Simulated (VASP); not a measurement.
A run of VASP 6.6.1 is set up as follows.

POSCAR

```
Sb
1.0
   -1.5948718800      1.5512544700      2.7276667100
    1.5472171300     -1.5649253900      2.7079107700
    1.6154168300      1.5854703400     -2.7356140700
Sb
1
Direct
    0.0000000000      0.0000000000      0.0000000000
```

INCAR.step1

```
PREC     = Accurate       # precision mode
ENCUT    = 520            # plane-wave cutoff, eV
EDIFF    = 1E-5           # SCF threshold, eV
ISMEAR   = -1             # smearing method
SIGMA    = 0.05           # smearing width, eV
LREAL    = False          # projectors in reciprocal space
LASPH    = True           # aspherical terms in the spheres
NELM     = 60             # most SCF steps
ALGO     = Normal         # electronic algorithm
ISIF     = 2              # what is computed and relaxed
LWAVE    = True           # write WAVECAR
NBANDS   = 8              # bands
GGA      = PE             # functional
```

INCAR.step2

```
PREC     = Accurate       # precision mode
ENCUT    = 520            # plane-wave cutoff, eV
EDIFF    = 1E-7           # SCF threshold, eV
ISMEAR   = -1             # smearing method
SIGMA    = 0.05           # smearing width, eV
LREAL    = False          # projectors in reciprocal space
LASPH    = True           # aspherical terms in the spheres
NELM     = 60             # most SCF steps
ALGO     = Normal         # electronic algorithm
ISIF     = 2              # what is computed and relaxed
LWAVE    = False          # write WAVECAR
LCHARG   = True           # write CHGCAR
GGA      = PE             # functional
LHFCALC  = True           # exact exchange
AEXX     = 0.25           # exact-exchange fraction
PRECFOCK = Normal       
LELF     = True           # ELF
LVHAR    = True         
NBANDS   = 8              # bands
ISTART   = 1
```

File KPOINTS:

```
Automatic mesh
0
Gamma
  5 5 6
```

Potentials or basis: VASP PAW PBE potentials, release 64 (Sb).

Launch:

```console
$ cat potpaw_PBE.64/Sb/POTCAR > POTCAR
$ cp INCAR.step1 INCAR
$ mpirun -np 1 vasp_std > vasp.out
$ cp INCAR.step2 INCAR
$ mpirun -np 1 vasp_std > vasp.out
```

Q: Estimate the pressure.

A: -1.4 GPa.

Q: Predict the band gap on the k mesh.

A: Zero (an odd number of electrons rules out a gap without spin polarisation).

Stress tensor (GPa, compression positive):
```
-4.09 -0.46  0.43
-0.46 -2.39 -0.13
 0.43 -0.13  2.36
```

Caveat: the k points lie up to 0.46 Å⁻¹ apart, too coarse for converged energies and pressures of a metal; the PAW data sets were made with another functional, which shifts forces and pressure a little; spin-orbit coupling is left out, which moves the levels of the heavy elements.
